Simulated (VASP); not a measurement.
Crystal: Al3BSb2.

```xyz
6
Lattice="-1.8600 1.8600 7.8900 1.8600 -1.8600 7.8900 1.8600 1.8600 -7.8900" Properties=species:S:1:pos:R:3 pbc="T T T"
Al    0.0000    1.8600    6.5755
Al    0.0000    1.8600    1.3145
Al    1.8600    0.0000    3.9450
B     0.0000    0.0000    0.0000
Sb    0.0000    0.0000   10.5205
Sb    0.0000    0.0000    5.2595
```

| Quantity | Value |
| --- | --- |
| Program | VASP 6.6.1 |
| Task | relaxation of cell and atoms |
| Functional | PBE |
| Potentials or basis | VASP PAW PBE potentials, release 64 (Al, B, Sb) |
| Cutoff | 600 eV |
| k mesh | 6 × 6 × 6 |
| Occupations | gaussian, width 0.2 eV |
| Spin | no spin polarisation |

At the start: pressure 43.7 GPa; volume 18.20 Å³/atom.

**Question.** How do energy, volume and symmetry change on relaxing?

**Answer.** Over 13 steps the energy falls by 1184.1 meV/atom and the volume is 23.69 Å³/atom (+30.2 %); space group I-4m2 (No. 119, to 0.1 Å) before and after.

The path:
| step | energy change (eV) | largest force (eV/Å) | pressure (GPa) | volume (Å³) |
| --- | --- | --- | --- | --- |
| 1 | 0.0000 | 6.2867 | 43.73 | 109.18 |
| 2 | -4.0685 | 0.4151 | -8.68 | 207.99 |
| 3 | -5.8287 | 1.3455 | -1.90 | 158.85 |
| 4 | -5.8310 | 1.3907 | -1.54 | 157.73 |
| 5 | -5.8305 | 1.4356 | -1.18 | 156.64 |
| 6 | -6.0950 | 1.4045 | -0.91 | 153.59 |
| 7 | -6.7340 | 1.2798 | 0.54 | 144.66 |
| 8 | -6.6574 | 0.8722 | 7.35 | 127.85 |
| 9 | -6.9899 | 0.7273 | 2.91 | 137.02 |
| 10 | -7.0612 | 0.2026 | -1.97 | 147.06 |
| 11 | -7.0973 | 0.2202 | -0.36 | 143.21 |
| 12 | -7.0973 | 0.2210 | -0.31 | 143.08 |
| 13 | -7.1044 | 0.0615 | 0.06 | 142.16 |

Final structure:
```
Al B Sb
1.0
    -2.02678    2.02678    8.65192
     2.02678   -2.02678    8.65192
     2.02678    2.02678   -8.65192
Al B Sb
3 1 2
Direct
  0.95844 0.45844 0.50000
  0.54156 0.04156 0.50000
  0.25000 0.75000 0.50000
  0.00000 0.00000 0.00000
  0.65149 0.65149 0.00000
  0.34851 0.34851 0.00000
```

Caveat: the volume moved by over 15 % at a fixed basis, so the end points are rough; the relaxation stopped at a loose force limit of 0.08 eV/Å, so its end isn't a converged minimum.
